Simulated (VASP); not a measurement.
# Te3P (P1) in VASP: single point with PBE

Aim: the single point of Te3P with PBE.

Program: VASP 6.6.1. These are calculated values, not measurements. Logs are shortened: lines on timing, memory, paths and dates and some standing lists are left out, and cuts for length are marked.

## (1) The cell of the first run

The typed cell holds 16 atoms: a = 5.839 Å, b = 8.874 Å, c = 8.874 Å, α = 96.21°, β = 109.21°, γ = 70.79°.

## (2) Single point, PBE

INCAR reads:

```
ALGO = Normal ; EDIFF = 1E-6
ENCUT = 400 ; GGA = PE
GGA_COMPAT = F ; ISIF = 2
ISMEAR = 0 ; LASPH = T
LCHARG = T ; LELF = T
LREAL = F ; LVHAR = T
LWAVE = F ; NBANDS = 60
NELM = 120 ; PREC = Accurate
SIGMA = 0.1
```

KPOINTS reads:

```
k-points
0
Gamma
  3 2 2
```

POSCAR reads:

```
Te3P
1.0
    0.0000000000      0.0000000000      5.8386940000
    5.9254040000     -5.9254040000      2.9193470000
    5.9254040000      5.9254040000     -2.9193470000
Te P
12 4
Direct
    0.3564175887     -0.0028912796      0.1800233368
    0.6370148395      0.1889834853      0.0043975904
    0.1749622795      0.0008503218      0.8145693526
    0.8224055839      0.8161696654     -0.0013150158
    0.5723167784      0.0001035372      0.6004831907
    0.4351105937      0.5965232075     -0.0027989653
    0.9704578541     -0.0034617049      0.4053158232
    0.0359425258      0.4028056146     -0.0020245033
    0.4986995845      0.3536536918      0.3559193601
    0.1541869479      0.3542317958      0.6521119066
    0.4974533985      0.6436838737      0.6392051917
    0.8501798559      0.6476707749      0.3542092657
   -0.0017626529      0.2925738059      0.2830844952
    0.7059917883      0.2905358858      0.7126782410
    0.0053605382      0.7153636275      0.7126409440
    0.2692032323      0.7084353236      0.2911986254
```

Potentials or basis: VASP PAW PBE potentials, release 64 (Te, P).

The run is started by

```
cat potpaw_PBE.64/Te/POTCAR potpaw_PBE.64/P/POTCAR > POTCAR
mpirun -np 1 vasp_std > vasp.out
```

OUTCAR:

```text
EDIFF = 1E-6
   ENCUT = 400
   GGA = PE
   ISIF = 2
   ISMEAR = 0
   LASPH = T
   LREAL = F
   NELM = 120
   PREC = Accurate

 ion  position               nearest neighbor table
   1  0.356  0.997  0.180-  13 3.04   3 3.06  16 3.09   4 3.47   7 3.47   2 3.48   7 3.48   5 3.52
                            12 3.54   9 3.60
   2  0.637  0.189  0.004-  13 2.96  14 3.02   4 3.12   8 3.38   6 3.42   8 3.47   1 3.48   3 3.50
                            10 3.51   9 3.52
   3  0.175  0.001  0.815-  15 2.96  14 3.03   1 3.06   5 3.41   7 3.43   5 3.45   4 3.48   2 3.50
                            10 3.54  11 3.60
   4  0.822  0.816  0.999-  16 2.98  15 3.01   2 3.12   6 3.43   8 3.46   1 3.47   6 3.47   3 3.48
                            12 3.57  11 3.60   5 3.68
   5  0.572  0.000  0.600-  15 2.91  14 2.92   7 3.32   7 3.38  10 3.38  11 3.40   3 3.41   3 3.45
                             1 3.52   4 3.68
   6  0.435  0.597  0.997-  15 2.91  16 3.03   8 3.32   8 3.36  12 3.39  11 3.40   2 3.42   4 3.43
                             4 3.47
   7  0.970  0.997  0.405-  16 2.88  13 3.02   5 3.32  12 3.35   5 3.38   9 3.40   3 3.43   1 3.47
                             1 3.48
   8  0.036  0.403  0.998-  13 2.91  14 2.94  10 3.32   6 3.32   6 3.36   2 3.38   9 3.38   4 3.46
                             2 3.47
   9  0.499  0.354  0.356-  13 3.00  16 3.02  14 3.04  13 3.06   8 3.38  11 3.40   7 3.40   2 3.52
[... 11 lines left out ...]
  15  0.005  0.715  0.713-   6 2.91   5 2.91   3 2.96  11 3.00   4 3.01  12 3.06  10 3.07  11 3.08

  16  0.269  0.708  0.291-   7 2.88  12 2.90  11 2.97   4 2.98   9 3.02   6 3.03   1 3.09  12 3.12

  LATTYP: Found a body centered tetragonal cell.
 ALAT       =    11.8508080000
 C/A-ratio  =     0.4926831993

  Lattice vectors:

 A1 = (   5.9254040000,  -5.9254040000,  -2.9193470000)
 A2 = (  -5.9254040000,   5.9254040000,  -2.9193470000)
 A3 = (   5.9254040000,   5.9254040000,   2.9193470000)

Analysis of symmetry for initial positions (statically):
=====================================================================
 Subroutine PRICEL returns:
 Original cell was already a primitive cell.

 Routine SETGRP: Setting up the symmetry group for a
 body centered tetragonal supercell.

 Subroutine GETGRP returns: Found  1 space group operations
 (whereof  1 operations were pure point group operations)
 out of a pool of 16 trial point group operations.

The static configuration has the point symmetry C_1 .

Analysis of symmetry for dynamics (positions and initial velocities):
=====================================================================
 Subroutine PRICEL returns:
 Original cell was already a primitive cell.

 Routine SETGRP: Setting up the symmetry group for a
[... 149 lines left out ...]
   PSTRESS=    0.0 pullay stress
   NELECT =      92.0000    total number of electrons
   NUPDOWN=      -1.0000    fix difference up-down
   EMIN   =  10.00;   EMAX   =-10.00  energy-range for DOS
   EFERMI =   0.00;   METHOD = LEGACY
   ISMEAR =     0;   SIGMA  =   0.10  broadening in eV -4-tet -1-fermi 0-gaus
   EFERMI_NEDOS =   21; number of points for ismear=-14 and -15
   IALGO  =     38    algorithm
   IMIX   =      4    mixing-type and parameters
     AMIX     =   0.40;   BMIX     =  1.00
     AMIX_MAG =   1.60;   BMIX_MAG =  1.00
  volume/ion in A,a.u.               =      25.62       172.93
  Fermi-wavevector in a.u.,A,eV,Ry     =   0.994818  1.879933 13.465176  0.989663
  Thomas-Fermi vector in A             =   2.126795
   LORBIT       =      0    0 simple, 1 ext, 2 COOP (PROOUT), +10 PAW based schemes
   GGA     = PE    functional components
   LHFCALC =     F    Hartree Fock is set to
   AEXX    =    0.0000 exact exchange contribution
   IVDW    =     0    specifies the selected vdW correction
   LEPSILON=     F    determine dielectric tensor
   LRPA    =     F    only Hartree local field effects (RPA)
 non-spin polarized calculation
 Gauss-broadening in eV      SIGMA  =   0.10
  energy-cutoff  :      400.00
  volume of cell :      410.00
 maximum number of plane-waves:      7497
 NGX is ok and might be reduce to    40
   NGX = 19   NGY = 29   NGZ = 29

 number of electron      92.0000000 magnetization

 Free energy of the ion-electron system (eV)
  ---------------------------------------------------
  ext. energy  EPLUGINS =         0.00000000
  ---------------------------------------------------
  free energy    TOTEN  =       -51.24050544 eV

  energy without entropy =      -51.15920172  energy(sigma->0) =      -51.19985358

 E-fermi :   7.7752     XC(G=0): -10.1769

 val. band max:        7.7674885425   @ k =   0.3333  -0.0000   0.5000
 cond. band min:       7.7781421538   @ k =   0.0000   0.5000   0.5000
 fundamental gap:      0.0106536114
 Fermi energy:         7.7752279022

 k-point     1 :       0.0000    0.0000    0.0000
  band No.  band energies     occupation
      1      -6.2776      2.00000
      2      -4.6179      2.00000
      3      -4.5576      2.00000
      4      -4.4138      2.00000
      5      -4.3820      2.00000
      6      -3.1708      2.00000
[... 477 lines left out ...]
     57       9.4046      0.00000
     58       9.5991      0.00000
 [bands above 58 left out]

------------------------ aborting loop because EDIFF is reached ----------------------------------------

  FORCE on cell =-STRESS in cart. coord.  units (eV):
  Direction    XX          YY          ZZ          XY          YZ          ZX
  --------------------------------------------------------------------------------------
  -------------------------------------------------------------------------------------
  Total       -1.9661303     -1.2143430     -0.4732500     -0.2051266     -2.2795127      0.1020313
  in kB       -7.6831840     -4.7453725     -1.8493520     -0.8015875     -8.9078100      0.3987149
  external PRESSURE =      -4.7593028 kB  Pullay stress =       0.0000000 kB

 VOLUME and BASIS-vectors are now :
 -----------------------------------------------------------------------------
  energy-cutoff  :      400.00
  volume of cell :      410.00
      direct lattice vectors                 reciprocal lattice vectors
     0.000000000  0.000000000  5.838694000     0.000000000  0.084382432  0.171271178
     5.925404000 -5.925404000  2.919347000     0.084382432 -0.084382432  0.000000000
     5.925404000  5.925404000 -2.919347000     0.084382432  0.084382432  0.000000000

 POSITION                                       TOTAL-FORCE (eV/Angst)
 -----------------------------------------------------------------------------------
      6.97498     -4.84156      4.46637        -0.092102     -0.193832     -0.230493
      1.14586     -1.09375      4.25820        -0.090804      0.146133      0.278611
      4.83169      4.82161     -1.35398         0.041855      0.154530     -0.270501
     10.75375      1.08148      4.26895         0.033790     -0.120498      0.401142
      3.55872      3.55749      1.58887        -0.198859     -0.228316      0.142172
      9.44346      2.37418      1.37076        -0.198422      0.187970     -0.037419
[... 8 lines left out ...]
      8.46150     -0.01613      0.03925         0.380079      0.029437      0.091709
      5.92323     -2.47230      2.78985         0.109506     -0.112284     -0.491936
 -----------------------------------------------------------------------------------
    total drift:                                0.000143     -0.000136     -0.000356

  FREE ENERGIE OF THE ION-ELECTRON SYSTEM (eV)
  ---------------------------------------------------
  free  energy   TOTEN  =       -51.2405054395 eV

  energy  without entropy=      -51.1592017220  energy(sigma->0) =      -51.19985358
```

stdout:

```text
POSCAR found type information on POSCAR TeP
 POSCAR found :  2 types and      16 ions
 scaLAPACK will be used
 LDA part: xc-table for (Slater+PW92), standard interpolation
 -----------------------------------------------------------------------------
|                                                                             |
|           W    W    AA    RRRRR   N    N  II  N    N   GGGG   !!!           |
|           W    W   A  A   R    R  NN   N  II  NN   N  G    G  !!!           |
|           W    W  A    A  R    R  N N  N  II  N N  N  G       !!!           |
|           W WW W  AAAAAA  RRRRR   N  N N  II  N  N N  G  GGG   !            |
|           WW  WW  A    A  R   R   N   NN  II  N   NN  G    G                |
|           W    W  A    A  R    R  N    N  II  N    N   GGGG   !!!           |
|                                                                             |
|     Your reciprocal lattice and k-lattice belong to different lattice       |
|     classes:                                                                |
|                                                                             |
|        The reciprocal lattice is body-centered tetragonal,                  |
|        whereas your k-lattice is base-centered monoclinic.                  |
|                                                                             |
|     Results are often still useful ...                                      |
|                                                                             |
 -----------------------------------------------------------------------------

 POSCAR, INCAR and KPOINTS ok, starting setup
 FFT: planning ... GRIDC
 FFT: planning ... GRID_SOFT
 FFT: planning ... GRID
 WAVECAR not read
 entering main loop
```

Wall time 1.8 min (1 thread of Intel Xeon 6975P-C (Granite Rapids), shared host); peak memory 0.4 GiB.

What came out:

- Free energy: -51.2405 eV
- Pressure: -0.5 GPa
- Largest force: 0.658 eV/Å
- Band gap on the k mesh: zero (bands 46 and 47 overlap by 0.23 eV)

Forces on the atoms (eV/Å):
```
Te  -0.092 -0.194 -0.230
Te  -0.091  0.146  0.279
Te   0.042  0.155 -0.271
Te   0.034 -0.120  0.401
Te  -0.199 -0.228  0.142
Te  -0.198  0.188 -0.037
Te   0.255  0.207  0.101
Te   0.328 -0.233 -0.105
Te   0.574  0.048 -0.016
Te   0.007 -0.614 -0.055
Te  -0.654  0.018  0.001
Te  -0.115  0.623  0.178
P   -0.292 -0.162  0.179
P   -0.087  0.251 -0.166
P    0.380  0.029  0.092
P    0.110 -0.112 -0.492
```

Stress tensor (GPa, compression positive):
```
-0.77 -0.08  0.04
-0.08 -0.47 -0.89
 0.04 -0.89 -0.18
```

Caveat: the k points lie up to 0.40 Å⁻¹ apart; spin-orbit coupling is left out, which moves the levels of the heavy elements.
